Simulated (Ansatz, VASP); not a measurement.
# NbRe2: VASP beside Ansatz

INCAR

```
SYSTEM = NbRe2
ALGO = Fast
EDIFF = 1E-6
EDIFFG = -0.01
ENCUT = 600
GGA = PE
IBRION = 2
ISIF = 3
ISMEAR = 0
LASPH = .TRUE.
LCHARG = .FALSE.
LREAL = .FALSE.
LWAVE = .FALSE.
NELM = 100
NSW = 100
PREC = Accurate
SIGMA = 0.1
```

Contents of KPOINTS:

```
k-points
0
G
  14 14 14
  0 0 0
```

Contents of POSCAR:

```
NbRe2
1.0
    0.0000000000      3.0459304867      3.0459304867
    3.0459304867      0.0000000000      3.0459304867
    3.0459304867      3.0459304867      0.0000000000
Nb Re
1 2
Direct
    0.0000000000      0.0000000000      0.0000000000
    0.2500000000      0.2500000000      0.2500000000
    0.7500000000      0.7500000000      0.7500000000
```

Input for Ansatz:

```yaml
crystal:
  lattice:
    - [0.0, 3.0459304867, 3.0459304867]
    - [3.0459304867, 0.0, 3.0459304867]
    - [3.0459304867, 3.0459304867, 0.0]
  atoms:
    - { symbol: Nb, position: [0.0, 0.0, 0.0] }
    - { symbol: Re, position: [0.25, 0.25, 0.25] }
    - { symbol: Re, position: [0.75, 0.75, 0.75] }
basis:
  ecutwfc: 420
kpoints:
  mp_grid: { grid: [14, 14, 14] }
hamiltonian:
  xc: pbe
scf:
  occupations: { method: gaussian, width: 0.1 }
output:
  forces: true
  stress: true
  eigenvalues: true
  write_density: true
  write_potential: true
  elf: true
  volumetric_format: npy
relax:
  adjacent_minimum: "off"
  f_tol: 0.01
  max_steps: 80
  cell: { stress_tol: 0.05 }
```

Change from the starting cell: species swapped into the Al2Pt type (Fm-3m, No. 225).

Alike in both runs: task relaxation of cell and atoms; functional PBE; k mesh 14 × 14 × 14; occupations gaussian, width 0.1 eV; no spin polarisation.

|  | VASP | Ansatz |
| --- | --- | --- |
| version | VASP 6.6.1 | Ansatz 0.2.0 |
| potentials or method | VASP PAW PBE potentials, release 64 (Nb_sv, Re), cutoff 600 eV | scalar-relativistic, plane waves, PAW |
| valence electrons in the cell | 27 | 43 |

|  | VASP | Ansatz | Ansatz less VASP |
| --- | --- | --- | --- |
| gap on the k mesh at the Fermi level, each at its own relaxed structure (eV) | none | none | - |
| relaxed volume (Å³/atom) | 18.84 | 18.86 | +0.018 |
| relaxed cell length with the largest relative difference (Å) | 4.308 | 4.309 | +0.0014 |

A gap of «none» marks a metal or a gap that the smearing closes. VASP's potentials hold 27 valence electrons a cell and Ansatz's 43, so a difference there can come from the potentials and not from the codes.

Spin-orbit coupling is off throughout.
